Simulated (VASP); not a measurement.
A run of VASP 6.6.1 is set up as follows.

File INCAR:

```
SYSTEM = MoS2
PREC = Accurate
ENCUT = 500
EDIFF = 1E-6
ISMEAR = 0
SIGMA = 0.05
LREAL = .False.
LASPH = .True.
NELM = 200
ALGO = Normal
ISIF = 2
LWAVE = .False.
LCHARG = .False.
ISPIN = 2
MAGMOM = 0.05 0.05 0 0 0 0
LORBIT = 11
LMAXMIX = 4
GGA = RE
IVDW = 13
NBANDS = 39
GGA_COMPAT = .False.
```

KPOINTS

```
regular mesh
0
Gamma
  8 8 2
  0 0 0
```

POSCAR

```
MoS2
1.0
    3.1578195904      0.0000000000      0.0000000000
   -1.5789097952      2.7347519859      0.0000000000
    0.0000000000      0.0000000000     12.1353641733
Mo S
2 4
Direct
    0.3333333333      0.6666666667      0.2500000000
    0.6666666667      0.3333333333      0.7500000000
    0.3333333333      0.6666666667      0.6210387238
    0.6666666667      0.3333333333      0.1210387238
    0.3333333333      0.6666666667      0.8789612762
    0.6666666667      0.3333333333      0.3789612762
```

Potentials or basis: VASP PAW PBE potentials, release 64 (Mo_sv, S).

Launch:

```bash
$ cat potpaw_PBE.64/Mo_sv/POTCAR potpaw_PBE.64/S/POTCAR > POTCAR
$ mpirun -np 1 vasp_std > vasp.out
```

(1) What does it give for the net moment?

(2) Estimate the largest force.

(3) Predict the band gap on the k mesh.

(4) Predict the dispersion energy per atom.

Results:

(1) 0.00 μB per cell.

(2) 0.027 eV/Å.

(3) 0.95 eV (least direct gap 1.95 eV).

(4) -0.798 eV.

Caveat: the PAW data sets were made with another functional, which shifts forces and pressure a little.
